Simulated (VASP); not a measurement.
# Mg5Te (P6/mmm) in VASP: a series of runs

Runs on Mg5Te. Level: PBE. Tasks: single point.

All numbers are computed with VASP 6.6.1; they aren't measurements. Logs are shortened: lines on timing, memory, paths and dates and some standing lists are left out, and cuts for length are marked.

### 1 The cell of the first run

It takes space group P6/mmm (No. 191, hexagonal). The conventional cell has a = 5.243 Å, b = 5.243 Å, c = 5.706 Å, α = 90.00°, β = 90.00°, γ = 120.00°. Mg (site symmetry -6m2) has 5 Mg at 2.85 to 3.03 Å and 3 Te at 3.03 Å within 3.8 Å. Mg (site symmetry -6m2) has 8 Mg at 2.85 to 3.03 Å within 3.8 Å. Within 3.8 Å of Mg (site symmetry 6/mmm) lie 2 Te at 2.85 Å and 6 Mg at 3.03 Å. Within 3.8 Å of Te (site symmetry 6/mmm) lie 8 Mg at 2.85 to 3.03 Å.

The cell was built from a structure type or drawn by symmetry, and may not be a known phase.

### 2 Single point, PBE

INCAR reads:

```
SYSTEM = Mg5Te
ALGO = Normal
EDIFF = 1E-7
ENCUT = 520
GGA = PE
ISIF = 2
ISMEAR = 0
LASPH = .True.
LCHARG = .False.
LREAL = .False.
LWAVE = .False.
NBANDS = 17
NELM = 80
PREC = Accurate
SIGMA = 0.1
```

KPOINTS reads:

```
k-points
0
Gamma
  6 6 4
  0 0 0
```

POSCAR reads:

```
Mg5Te
1.0
    5.2432771200      0.0000000000      0.0000000000
   -2.6216385600      4.5408111800      0.0000000000
    0.0000000000      0.0000000000      5.7064535300
Mg Te
5 1
Direct
    0.3333333300      0.6666666700      0.0000000000
    0.6666666700      0.3333333300      0.0000000000
    0.3333333300      0.6666666700      0.5000000000
    0.6666666700      0.3333333300      0.5000000000
    0.0000000000      0.0000000000      0.5000000000
    0.0000000000      0.0000000000      0.0000000000
```

Potentials or basis: VASP PAW PBE potentials, release 64 (Mg, Te).

Run with:

```bash
$ cat potpaw_PBE.64/Mg/POTCAR potpaw_PBE.64/Te/POTCAR > POTCAR
$ mpirun -np 1 vasp_std > vasp.out
```

OUTCAR:

```text
SYSTEM = Mg5Te
   EDIFF = 1E-7
   ENCUT = 520
   GGA = PE
   ISIF = 2
   ISMEAR = 0
   LASPH = .True.
   LREAL = .False.
   NELM = 80
   PREC = Accurate

 ion  position               nearest neighbor table
   1  0.333  0.667  0.000-   3 2.85   3 2.85   2 3.03   6 3.03   2 3.03   6 3.03   6 3.03   2 3.03

   2  0.667  0.333  0.000-   4 2.85   4 2.85   1 3.03   1 3.03   6 3.03   6 3.03   6 3.03   1 3.03

   3  0.333  0.667  0.500-   1 2.85   1 2.85   4 3.03   5 3.03   4 3.03   5 3.03   5 3.03   4 3.03

   4  0.667  0.333  0.500-   2 2.85   2 2.85   3 3.03   3 3.03   5 3.03   5 3.03   5 3.03   3 3.03

   5  0.000  0.000  0.500-   6 2.85   6 2.85   3 3.03   4 3.03   3 3.03   4 3.03   4 3.03   3 3.03

   6  0.000  0.000  0.000-   5 2.85   5 2.85   1 3.03   2 3.03   1 3.03   2 3.03   2 3.03   1 3.03

  LATTYP: Found a hexagonal cell.
 ALAT       =     5.2432771200
 C/A-ratio  =     1.0883371982

  Lattice vectors:

 A1 = (   5.2432771200,   0.0000000000,   0.0000000000)
 A2 = (  -2.6216385600,   4.5408111800,   0.0000000000)
 A3 = (   0.0000000000,   0.0000000000,   5.7064535300)

Analysis of symmetry for initial positions (statically):
=====================================================================
 Subroutine PRICEL returns:
 Original cell was already a primitive cell.

 Routine SETGRP: Setting up the symmetry group for a
 hexagonal supercell.

 Subroutine GETGRP returns: Found 24 space group operations
 (whereof 24 operations were pure point group operations)
 out of a pool of 24 trial point group operations.

The static configuration has the point symmetry D_6h.

Analysis of symmetry for dynamics (positions and initial velocities):
=====================================================================
 Subroutine PRICEL returns:
 Original cell was already a primitive cell.

 Routine SETGRP: Setting up the symmetry group for a
 hexagonal supercell.

 Subroutine GETGRP returns: Found 24 space group operations
 (whereof 24 operations were pure point group operations)
 out of a pool of 24 trial point group operations.

The dynamic configuration has the point symmetry D_6h.

 Subroutine INISYM returns: Found 24 space group operations
 (whereof 24 operations are pure point group operations),
 and found     1 'primitive' translations

----------------------------------------------------------------------------------------

                                     Primitive cell

  volume of cell :     135.8634

  direct lattice vectors                    reciprocal lattice vectors
     5.243277120  0.000000000  0.000000000     0.190720417  0.110112484  0.000000000
    -2.621638560  4.540811180  0.000000000     0.000000000  0.220224969  0.000000000
     0.000000000  0.000000000  5.706453530     0.000000000  0.000000000  0.175240190

  length of vectors
     5.243277120  5.243277116  5.706453530     0.220224969  0.220224969  0.175240190

  position of ions in fractional coordinates (direct lattice)
     0.333333330  0.666666670  0.000000000
     0.666666670  0.333333330  0.000000000
     0.333333330  0.666666670  0.500000000
     0.666666670  0.333333330  0.500000000
     0.000000000  0.000000000  0.500000000
     0.000000000  0.000000000  0.000000000

  ion indices of the primitive-cell ions
   primitive index   ion index
                 1           1
                 2           2
                 3           3
                 4           4
                 5           5
                 6           6

----------------------------------------------------------------------------------------

 KPOINTS: k-points

Automatic generation of k-mesh.
 Grid dimensions read from file:
 generate k-points for:    6    6    4

 Generating k-lattice:

  Cartesian coordinates                     Fractional coordinates (reciprocal lattice)
     0.031786736  0.018352081  0.000000000     0.166666667  0.000000000  0.000000000
     0.000000000  0.036704161  0.000000000     0.000000000  0.166666667  0.000000000
     0.000000000  0.000000000  0.043810047     0.000000000  0.000000000  0.250000000

  Length of vectors
     0.036704161  0.036704161  0.043810047

  Shift w.r.t. Gamma in fractional coordinates (k-lattice)
     0.000000000  0.000000000  0.000000000

 Subroutine IBZKPT returns following result:
 ===========================================

 Found     21 irreducible k-points:

 Following reciprocal coordinates:
            Coordinates               Weight
  0.000000  0.000000  0.000000      1.000000
  0.166667  0.000000  0.000000      6.000000
  0.333333  0.000000  0.000000      6.000000
  0.500000  0.000000  0.000000      3.000000
  0.166667  0.166667  0.000000      6.000000
  0.333333  0.166667  0.000000     12.000000
[... 13 lines left out ...]
  0.333333  0.166667  0.500000     12.000000
  0.333333  0.333333  0.500000      2.000000
   k-points           NKPTS =     21   k-points in BZ     NKDIM =     21   number of bands    NBANDS=     17
   number of dos      NEDOS =    301   number of ions     NIONS =      6
   total plane-waves  NPLWV =  67200
   dimension x,y,z NGX =    40 NGY =   40 NGZ =   42
   dimension x,y,z NGXF=    80 NGYF=   80 NGZF=   84
   ions per type =               5   1
   NGX,Y,Z   is equivalent  to a cutoff of  12.68, 12.68, 12.24 a.u.
   NGXF,Y,Z  is equivalent  to a cutoff of  25.37, 25.37, 24.47 a.u.
 SYSTEM =  Mg5Te
   PREC   = accura    normal or accurate (medium, high low for compatibility)
   ISTART =      0    job   : 0-new  1-cont  2-samecut
   ICHARG =      2    charge: 1-file 2-atom 10-const
   ISPIN  =      1    spin polarized calculation?
   LNONCOLLINEAR =      F non collinear calculations
   LSORBIT =      F    spin-orbit coupling
   LASPH  =      T    aspherical Exc in radial PAW
   ENCUT  =  520.0 eV  38.22 Ry    6.18 a.u.   9.75  9.75 10.61*2*pi/ulx,y,z
   NELM   =     80;   NELMIN=  2; NELMDL= -5     # of ELM steps
   EDIFF  = 0.1E-06   stopping-criterion for ELM
   LREAL  =      F    real-space projection
   EDIFFG = 0.1E-05   stopping-criterion for IOM
   NSW    =      0    number of steps for IOM
   IBRION =     -1    ionic relax: 0-MD 1-quasi-New 2-CG
   NFREE  =      0    steps in history (QN), initial steepest desc. (CG)
   ISIF   =      2    stress and relaxation
   ISYM   =      2    0-nonsym 1-usesym 2-fastsym
   POTIM  = 0.5000    time-step for ionic-motion
   TEBEG  =    0.0;   TEEND  =   0.0 temperature during run
   PSTRESS=    0.0 pullay stress
   NELECT =      16.0000    total number of electrons
   NUPDOWN=      -1.0000    fix difference up-down
   EMIN   =  10.00;   EMAX   =-10.00  energy-range for DOS
   EFERMI =   0.00;   METHOD = LEGACY
   ISMEAR =     0;   SIGMA  =   0.10  broadening in eV -4-tet -1-fermi 0-gaus
   EFERMI_NEDOS =   21; number of points for ismear=-14 and -15
   IALGO  =     38    algorithm
   IMIX   =      4    mixing-type and parameters
     AMIX     =   0.40;   BMIX     =  1.00
     AMIX_MAG =   1.60;   BMIX_MAG =  1.00
  volume/ion in A,a.u.               =      22.64       152.81
  Fermi-wavevector in a.u.,A,eV,Ry     =   0.802443  1.516397  8.760984  0.643914
  Thomas-Fermi vector in A             =   1.910121
   LORBIT       =      0    0 simple, 1 ext, 2 COOP (PROOUT), +10 PAW based schemes
   GGA     = PE    functional components
   LHFCALC =     F    Hartree Fock is set to
   AEXX    =    0.0000 exact exchange contribution
   IVDW    =     0    specifies the selected vdW correction
   LEPSILON=     F    determine dielectric tensor
   LRPA    =     F    only Hartree local field effects (RPA)
 non-spin polarized calculation
 Gauss-broadening in eV      SIGMA  =   0.10
  energy-cutoff  :      520.00
  volume of cell :      135.86
 maximum number of plane-waves:      3682
 NGX is ok and might be reduce to    40
   NGX = 19   NGY = 19   NGZ = 21

 number of electron      16.0000000 magnetization

 Free energy of the ion-electron system (eV)
  ---------------------------------------------------
  ext. energy  EPLUGINS =         0.00000000
  ---------------------------------------------------
  free energy    TOTEN  =        -9.70315908 eV

  energy without entropy =       -9.67650478  energy(sigma->0) =       -9.68983193

 E-fermi :   4.0743     XC(G=0):  -8.9428

 val. band max:        4.0652776235   @ k =   0.3333   0.0000   0.2500
 cond. band min:       4.0750462461   @ k =   0.1667   0.1667   0.2500
 fundamental gap:      0.0097686226
 Fermi energy:         4.0742587305

 k-point     1 :       0.0000    0.0000    0.0000
  band No.  band energies     occupation
      1      -8.0378      2.00000
      2      -1.0932      2.00000
      3      -0.2427      2.00000
      4       0.5511      2.00000
      5       0.5511      2.00000
      6       2.4688      2.00000
[... 9 lines left out ...]
     16       8.4162      0.00000
     17       8.4162      0.00000

 k-point     2 :       0.1667    0.0000    0.0000
  band No.  band energies     occupation
      1      -7.9816      2.00000
      2      -1.3183      2.00000
      3      -0.1238      2.00000
      4       0.3483      2.00000
      5       0.3660      2.00000
      6       2.6691      2.00000
[... 9 lines left out ...]
     16       8.1424      0.00000
     17       8.7813      0.00000

 k-point     3 :       0.3333    0.0000    0.0000
  band No.  band energies     occupation
      1      -7.8618      2.00000
      2      -1.8410      2.00000
      3       0.0749      2.00000
      4       0.1641      2.00000
      5       0.4414      2.00000
      6       2.0697      2.00000
[... 9 lines left out ...]
     16       9.5650      0.00000
     17      10.1270      0.00000

 k-point     4 :       0.5000    0.0000    0.0000
  band No.  band energies     occupation
      1      -7.7976      2.00000
      2      -2.0980      2.00000
      3      -0.0459      2.00000
      4       0.3489      2.00000
      5       0.5825      2.00000
      6       2.0370      2.00000
[... 9 lines left out ...]
     16       8.5362      0.00000
     17      11.1247      0.00000

 k-point     5 :       0.1667    0.1667    0.0000
  band No.  band energies     occupation
      1      -7.8930      2.00000
      2      -1.6498      2.00000
      3      -0.2026      2.00000
      4       0.0827      2.00000
      5       0.5701      2.00000
      6       2.6656      2.00000
[... 9 lines left out ...]
     16       8.3144      0.00000
     17       8.7379      0.00000

 k-point     6 :       0.3333    0.1667    0.0000
  band No.  band energies     occupation
      1      -7.7985      2.00000
      2      -1.9223      2.00000
      3      -0.7503      2.00000
      4       0.3408      2.00000
      5       1.1071      2.00000
      6       2.2844      2.00000
[... 9 lines left out ...]
     16       9.5881      0.00000
     17      10.1435      0.00000
[... 221 lines left out ...]
 k-point    18 :       0.5000    0.0000    0.5000
  band No.  band energies     occupation
      1      -7.7374      2.00000
      2      -1.6057      2.00000
      3      -1.0850      2.00000
      4       0.0641      2.00000
      5       0.1585      2.00000
      6       2.2151      2.00000
[... 9 lines left out ...]
     16       9.6173      0.00000
     17       9.9651      0.00000

 k-point    19 :       0.1667    0.1667    0.5000
  band No.  band energies     occupation
      1      -7.8241      2.00000
      2      -1.7621      2.00000
      3      -1.0056      2.00000
      4       0.0794      2.00000
      5       1.3530      2.00000
      6       2.3878      2.00000
[... 9 lines left out ...]
     16       8.9654      0.00000
     17       9.4842      0.00000

 k-point    20 :       0.3333    0.1667    0.5000
  band No.  band energies     occupation
      1      -7.7381      2.00000
      2      -1.4207      2.00000
      3      -1.1617      2.00000
      4      -0.3657      2.00000
      5       0.4397      2.00000
      6       1.6949      2.00000
[... 9 lines left out ...]
     16       9.3942      0.00000
     17       9.8371      0.00000

 k-point    21 :       0.3333    0.3333    0.5000
  band No.  band energies     occupation
      1      -7.7088      2.00000
      2      -1.1068      2.00000
      3      -1.1068      2.00000
      4      -0.8466      2.00000
      5       0.6521      2.00000
      6       0.6521      2.00000
[... 9 lines left out ...]
     16       9.0491      0.00000
     17       9.1947      0.00000

------------------------ aborting loop because EDIFF is reached ----------------------------------------

  FORCE on cell =-STRESS in cart. coord.  units (eV):
  Direction    XX          YY          ZZ          XY          YZ          ZX
  --------------------------------------------------------------------------------------
  -------------------------------------------------------------------------------------
  Total        3.9978999      3.9978999      7.8223148      0.0000000     -0.0000000      0.0000000
  in kB       47.1454688     47.1454687     92.2451054      0.0000000     -0.0000000      0.0000000
  external PRESSURE =      62.1786810 kB  Pullay stress =       0.0000000 kB

 VOLUME and BASIS-vectors are now :
 -----------------------------------------------------------------------------
  energy-cutoff  :      520.00
  volume of cell :      135.86
      direct lattice vectors                 reciprocal lattice vectors
     5.243277120  0.000000000  0.000000000     0.190720417  0.110112484  0.000000000
    -2.621638560  4.540811180  0.000000000     0.000000000  0.220224969  0.000000000
     0.000000000  0.000000000  5.706453530     0.000000000  0.000000000  0.175240190

 POSITION                                       TOTAL-FORCE (eV/Angst)
 -----------------------------------------------------------------------------------
     -0.00000      3.02721      0.00000        -0.000000      0.000000     -0.000000
      2.62164      1.51360      0.00000        -0.000000     -0.000000      0.000000
     -0.00000      3.02721      2.85323        -0.000000     -0.000000      0.000000
      2.62164      1.51360      2.85323         0.000000     -0.000000      0.000000
      0.00000      0.00000      2.85323         0.000000      0.000000      0.000000
      0.00000      0.00000      0.00000         0.000000      0.000000      0.000000
 -----------------------------------------------------------------------------------
    total drift:                               -0.000000      0.000000     -0.000000

  FREE ENERGIE OF THE ION-ELECTRON SYSTEM (eV)
  ---------------------------------------------------
  free  energy   TOTEN  =        -9.7031590759 eV

  energy  without entropy=       -9.6765047825  energy(sigma->0) =       -9.68983193
```

It took 27 s on 1 thread of Intel Xeon 6975P-C (Granite Rapids), shared host; peak memory 0.25 GiB.

What came out:

| Quantity | Value |
| --- | --- |
| Free energy | -9.7032 eV |
| Pressure | 6.2 GPa |
| Band gap on the k mesh | zero (bands 8 and 9 overlap by 0.83 eV) |

Stress tensor (GPa, compression positive):
```
4.71 0.00 0.00
0.00 4.71 0.00
0.00 0.00 9.22
```

Caveat: the cell stands under pressure; spin-orbit coupling is left out, which moves the levels of the heavy elements.

### 3 Single point, PBE

This run uses another cell than the first one, of 26.61 Å³/atom.

INCAR reads:

```
ALGO = Fast ; EDIFF = 1E-6
ENCUT = 520 ; GGA = PE
ISIF = 2 ; ISMEAR = 0
LASPH = True ; LCHARG = False
LREAL = False ; LWAVE = False
NBANDS = 17 ; NELM = 60
PREC = Accurate ; SIGMA = 0.1
```

KPOINTS reads:

```
k-points
0
Gamma
  6 6 4
```

POSCAR reads:

```
Mg5Te
1.0
    5.4049875734      0.0000000000      0.0000000000
   -2.7024937867      4.6808565457      0.0000000000
    0.0000000000      0.0000000000      6.3110202812
Mg Te
5 1
Direct
    0.3333333333      0.6666666667      0.0000000000
    0.6666666667      0.3333333333      0.0000000000
    0.3333333333      0.6666666667      0.5000000000
    0.6666666667      0.3333333333      0.5000000000
    0.0000000000      0.0000000000      0.5000000000
    0.0000000000      0.0000000000      0.0000000000
```

Potentials or basis: VASP PAW PBE potentials, release 64 (Mg, Te).

Run with:

```bash
$ cat potpaw_PBE.64/Mg/POTCAR potpaw_PBE.64/Te/POTCAR > POTCAR
$ mpirun -np 1 vasp_std > vasp.out
```

It took 30 s on 1 thread of Intel Xeon 6975P-C (Granite Rapids), shared host; peak memory 0.28 GiB.

Results (log left out):

* Free energy: -10.1773 eV
* Pressure: 0.1 GPa
* Band gap on the k mesh: zero (bands 8 and 9 overlap by 0.80 eV)

Stress tensor (GPa, compression positive):
```
0.06 0.00 0.00
0.00 0.06 0.00
0.00 0.00 0.24
```

Levels at points of the mesh, in eV from the Fermi level:
```csv
k point,band 4,band 5,band 6,band 7,band 8,band 9,band 10,band 11,band 12,band 13
"(0.00, 0.00, 0.00)",-3.07,-3.07,-1.76,0.04,0.04,0.73,0.76,1.77,1.77,2.72
"(0.50, 0.00, 0.00)",-3.27,-3.10,-2.29,-1.30,-0.63,0.23,1.40,1.67,2.48,2.91
"(0.00, 0.00, 0.50)",-3.00,-2.82,-1.52,0.70,0.70,1.07,1.07,1.09,1.09,1.54
"(0.50, 0.00, 0.50)",-3.62,-3.49,-1.68,-1.20,-0.50,0.93,1.27,2.76,3.25,3.42
```

Caveat: semilocal functionals underestimate gaps, so a narrow gap can read as zero; spin-orbit coupling is left out, which moves the levels of the heavy elements.

(Part 1 of 2 ends here.)
